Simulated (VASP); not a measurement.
# Ru (P6_3/mmc) in VASP: a series of runs, part 2 of 2

VASP 6.6.1. The steps go on from the part before.

**3. Single point, revPBE**

This run uses another cell than the first one, of 13.15 Å³/atom, 0.973 times its volume.

The input, INCAR:

```
SYSTEM = Ru
PREC = Accurate
ENCUT = 520
EDIFF = 1E-6
ISMEAR = -1
SIGMA = 0.1
LREAL = .FALSE.
LASPH = .TRUE.
NELM = 80
ALGO = Normal
ISIF = 2
LWAVE = .FALSE.
LCHARG = .FALSE.
GGA = RE
NBANDS = 21
```

The input, KPOINTS:

```
regular mesh
0
G
  7 7 4
  0 0 0
```

The input, POSCAR:

```
Ru
1.0
    2.6868731586      0.0000000000      0.0000000000
   -1.3434365793      2.3269004121      0.0000000000
    0.0000000000      0.0000000000      4.2077111880
Ru
2
Direct
    0.3333333333      0.6666666667      0.2500000000
    0.6666666667      0.3333333333      0.7500000000
```

Potentials or basis: VASP PAW PBE potentials, release 64 (Ru_pv).

Launch:

```
cat potpaw_PBE.64/Ru_pv/POTCAR > POTCAR
mpirun -np 1 vasp_std > vasp.out
```

Run time: 15 s. Hardware: 1 thread of Intel Xeon 8259CL, shared host; peak memory 0.14 GiB.

Results (log left out):

```yaml
Free_energy: -17.3448 eV
Pressure: 20.0 GPa
Band_gap_on_the_k_mesh: zero (band 14 reaches 14.87 eV, above the bottom of band 15 at 11.94 eV)
```

Levels at points of the mesh, in eV from the Fermi level:
| k point | band 11 | band 12 | band 13 | band 14 | band 15 | band 16 | band 17 | band 18 |
| --- | --- | --- | --- | --- | --- | --- | --- | --- |
| (0.00, 0.00, 0.00) | -2.48 | -2.00 | -2.00 | -1.58 | -1.58 | 1.19 | 1.19 | 1.41 |
| (0.00, 0.00, 0.50) | -2.95 | -2.95 | -2.80 | -2.80 | 0.55 | 0.55 | 0.55 | 0.55 |

Caveat: the k points lie up to 0.39 Å⁻¹ apart; the PAW data sets were made with another functional, which shifts forces and pressure a little.

**4. Single point, revPBE**

This run uses another cell than the first one, of 13.95 Å³/atom, 1.032 times its volume.

The input, INCAR:

```
SYSTEM = Ru
PREC     = Accurate       ! precision mode
ENCUT    = 520            ! plane-wave cutoff, eV
EDIFF    = 1E-6           ! SCF threshold, eV
ISMEAR   = -1             ! smearing method
SIGMA    = 0.1            ! smearing width, eV
LREAL    = .FALSE.        ! projectors in reciprocal space
LASPH    = .TRUE.         ! aspherical terms in the spheres
NELM     = 60             ! most SCF steps
ALGO     = Normal         ! electronic algorithm
ISIF     = 2              ! what is computed and relaxed
LWAVE    = .FALSE.        ! write WAVECAR
LCHARG   = .TRUE.         ! write CHGCAR
GGA      = RE             ! functional
LELF     = .TRUE.         ! ELF
LVHAR    = .TRUE.       
NBANDS   = 21             ! bands
```

KPOINTS is that of step 3.

The input, POSCAR:

```
Ru
1.0
    2.7422590884      0.0000000000      0.0000000000
   -1.3711295442      2.3748660343      0.0000000000
    0.0000000000      0.0000000000      4.2833723163
Ru
2
Direct
    0.3333333333      0.6666666667      0.2500000000
    0.6666666667      0.3333333333      0.7500000000
```

Potentials or basis: VASP PAW PBE potentials, release 64 (Ru_pv).

Launch:

```
cat potpaw_PBE.64/Ru_pv/POTCAR > POTCAR
mpirun -np 1 vasp_std > vasp.out
```

OUTCAR:

```text
SYSTEM = Ru
   PREC = Accurate
   ENCUT = 520
   EDIFF = 1E-6
   ISMEAR = -1
   LREAL = .FALSE.
   LASPH = .TRUE.
   NELM = 60
   ISIF = 2
   GGA = RE

 ion  position               nearest neighbor table
   1  0.333  0.667  0.250-   2 2.66   2 2.66   2 2.66   2 2.66   2 2.66   2 2.66
   2  0.667  0.333  0.750-   1 2.66   1 2.66   1 2.66   1 2.66   1 2.66   1 2.66

  LATTYP: Found a hexagonal cell.
 ALAT       =     2.7422590884
 C/A-ratio  =     1.5619867336

  Lattice vectors:

[... 760 lines left out ...]

------------------------ aborting loop because EDIFF is reached ----------------------------------------

  FORCE on cell =-STRESS in cart. coord.  units (eV):
  Direction    XX          YY          ZZ          XY          YZ          ZX
  --------------------------------------------------------------------------------------
  -------------------------------------------------------------------------------------
  Total       -0.0123801     -0.0123801     -0.0053169      0.0000000      0.0000000      0.0000000
  in kB       -0.7110539     -0.7110539     -0.3053747      0.0000000      0.0000000      0.0000000
  external PRESSURE =      -0.5758275 kB  Pullay stress =       0.0000000 kB

 VOLUME and BASIS-vectors are now :
 -----------------------------------------------------------------------------
  energy-cutoff  :      520.00
  volume of cell :       27.90
      direct lattice vectors                 reciprocal lattice vectors
     2.742259088  0.000000000  0.000000000     0.364662845  0.210538192  0.000000000
    -1.371129544  2.374866034  0.000000000     0.000000000  0.421076383  0.000000000
     0.000000000  0.000000000  4.283372316     0.000000000  0.000000000  0.233460910

 POSITION                                       TOTAL-FORCE (eV/Angst)
 -----------------------------------------------------------------------------------
     -0.00000      1.58324      1.07084        -0.000000     -0.000000      0.000000
      1.37113      0.79162      3.21253         0.000000      0.000000      0.000000
 -----------------------------------------------------------------------------------
    total drift:                               -0.000000      0.000000     -0.000000

  FREE ENERGIE OF THE ION-ELECTRON SYSTEM (eV)
  ---------------------------------------------------
  free  energy   TOTEN  =       -17.4394087485 eV

  energy  without entropy=      -17.3560683192  energy(sigma->0) =      -17.39773853
```

It took 21 s on 1 thread of Intel Xeon 8259CL, shared host; peak memory 0.14 GiB.

What came out:

```yaml
Free_energy: -17.4394 eV
Pressure: -0.1 GPa
Band_gap_on_the_k_mesh: zero (band 14 reaches 13.67 eV, above the bottom of band 15 at 10.98 eV)
```

Caveat: the k points lie up to 0.38 Å⁻¹ apart; the PAW data sets were made with another functional, which shifts forces and pressure a little.

**5. Single point, revPBE**

This run uses another cell than the first one, of 13.72 Å³/atom, 1.015 times its volume.

The input, INCAR:

```
PREC = Accurate
ENCUT = 520
EDIFF = 1E-6
ISMEAR = -1
SIGMA = 0.1
LREAL = F
LASPH = T
NELM = 80
ALGO = Normal
ISIF = 2
LWAVE = F
LCHARG = T
GGA = RE
LELF = T
LVHAR = T
NBANDS = 21
```

The input, KPOINTS:

```
Automatic mesh
0
Gamma
  7 7 4
```

The input, POSCAR:

```
Ru
1.0
    2.7267774800      0.0000000000      0.0000000000
   -1.3633887400      2.3614585682      0.0000000000
    0.0000000000      0.0000000000      4.2622704932
Ru
2
Direct
    0.3333333333      0.6666666667      0.2500000000
    0.6666666667      0.3333333333      0.7500000000
```

Launch:

```
cat potpaw_PBE.64/Ru_pv/POTCAR > POTCAR
mpirun -np 1 vasp_std > vasp.out
```

Run time: 20 s. Hardware: 1 thread of Intel Xeon 8259CL, shared host; peak memory 0.14 GiB.

The run converged. Its results:

```
Free energy            : -17.4323 eV
Pressure               : 5.0 GPa
Band gap on the k mesh : zero (band 14 reaches 13.99 eV, above the bottom of band 15 at 11.24 eV)
```

Levels at points of the mesh, in eV from the Fermi level:
```tsv
k point	band 10	band 11	band 12	band 13	band 14	band 15	band 16	band 17	band 18	band 19
(0.00, 0.00, 0.00)	-2.57	-2.31	-1.88	-1.88	-1.50	-1.50	1.12	1.12	1.38	10.32
(0.00, 0.00, 0.50)	-2.78	-2.78	-2.78	-2.66	-2.66	0.51	0.51	0.51	0.51	10.50
```

Caveat: the k points lie up to 0.38 Å⁻¹ apart; the PAW data sets were made with another functional, which shifts forces and pressure a little.

**6. Relaxation of cell and atoms, revPBE**

This run uses another cell than the first one, of 13.61 Å³/atom, 1.007 times its volume.

The input, INCAR:

```
SYSTEM = Ru
ALGO = Normal
EDIFF = 1E-7
EDIFFG = -0.02
ENCUT = 600
GGA = RE
IBRION = 2
ISIF = 3
ISMEAR = -1
LASPH = .True.
LCHARG = .False.
LREAL = .False.
LWAVE = .False.
NELM = 80
NSW = 80
PREC = Accurate
SIGMA = 0.1
```

The input, KPOINTS:

```
k-points
0
Gamma
  7 7 4
  0 0 0
```

The input, POSCAR:

```
Ru
1.0
    2.6800000000      0.0000000000      0.0000000000
   -1.3400000000      2.3209480821      0.0000000000
    0.0000000000      0.0000000000      4.3764400000
Ru
2
Direct
    0.3333333333      0.6666666667      0.2500000000
    0.6666666667      0.3333333333      0.7500000000
```

Potentials or basis: VASP PAW PBE potentials, release 64 (Ru_pv).

Launch:

```
cat potpaw_PBE.64/Ru_pv/POTCAR > POTCAR
mpirun -np 1 vasp_std > vasp.out
```

It took 2.7 min on 1 thread of Intel Xeon 8259CL, shared host; peak memory 0.17 GiB.

The run converged. Its results:

- Free energy: -17.4391 eV
- Relaxed volume: 13.94 Å³/atom
- Relaxed cell: a = 2.742 Å, b = 2.742 Å, c = 4.283 Å, α = 90.00°, β = 90.00°, γ = 120.00°
- Space group after relaxing (to 0.05 Å): P6_3/mmc (No. 194)
- Energy gained by relaxing: 30.4 meV/atom
- Ionic steps: 8
- Pressure after relaxing: 0.0 GPa
- Band gap on the k mesh: zero (band 14 reaches 13.68 eV, above the bottom of band 15 at 10.99 eV)

Step by step:
| step | energy change (eV) | largest force (eV/Å) | pressure (GPa) | volume (Å³) |
| --- | --- | --- | --- | --- |
| 1 | 0.0000 | 0.0000 | 7.66 | 27.22 |
| 2 | 0.0618 | 0.0000 | -16.32 | 29.81 |
| 3 | -0.0514 | 0.0000 | -3.69 | 28.23 |
| 4 | -0.0450 | 0.0000 | 4.32 | 27.53 |
| 5 | -0.0606 | 0.0000 | -0.44 | 27.93 |
| 6 | -0.0606 | 0.0000 | -0.37 | 27.92 |
| 7 | -0.0606 | 0.0000 | 0.51 | 27.84 |
| 8 | -0.0607 | 0.0000 | 0.04 | 27.88 |

Final structure:
```xyz
2
Lattice="2.7418 0.0000 0.0000 -1.3709 2.3744 0.0000 0.0000 0.0000 4.2828" Properties=species:S:1:pos:R:3 pbc="T T T"
Ru    0.0000    1.5830    1.0707
Ru    1.3709    0.7915    3.2121
```

Levels at points of the mesh, in eV from the Fermi level:
```
           k point  band 10  band 11  band 12  band 13  band 14  band 15  band 16  band 17  band 18
(0.00, 0.00, 0.00)    -2.51    -2.25    -1.83    -1.83    -1.47    -1.47     1.09     1.09     1.37
(0.00, 0.00, 0.50)    -2.71    -2.71    -2.71    -2.60    -2.60     0.49     0.49     0.49     0.49
```

Caveat: the k points lie up to 0.38 Å⁻¹ apart in the final cell; the PAW data sets were made with another functional, which shifts forces and pressure a little.

**7. The runs side by side**

```tsv
task	cell	cutoff (eV)	gap on the mesh (eV)	pressure (GPa)
single point	a = 2.713, b = 2.713, c = 4.243 Å, angles 90.0, 90.0, 120.0°, 2 atoms	520	none	10.0
single point	a = 2.687, b = 2.687, c = 4.208 Å, angles 90.0, 90.0, 120.0°, 2 atoms	520	none	20.0
single point	a = 2.742, b = 2.742, c = 4.283 Å, angles 90.0, 90.0, 120.0°, 2 atoms	520	none	-0.1
single point	a = 2.727, b = 2.727, c = 4.262 Å, angles 90.0, 90.0, 120.0°, 2 atoms	520	none	5.0
relaxation of cell and atoms	relaxed from a = 2.680, b = 2.680, c = 4.376 Å, angles 90.0, 90.0, 120.0°, 2 atoms	600	none	0.0
```

Alike in all rows: level revPBE; potentials or basis VASP PAW PBE potentials, release 64 (Ru_pv); no spin polarisation; k mesh 7 × 7 × 4; smearing fermi-dirac 0.1 eV.

Caveats: all runs use coarse meshes; the PAW data sets were made with another functional, which shifts forces and pressure a little.

Total energies depend on the potentials used, so only differences within one code and one set of settings carry meaning.
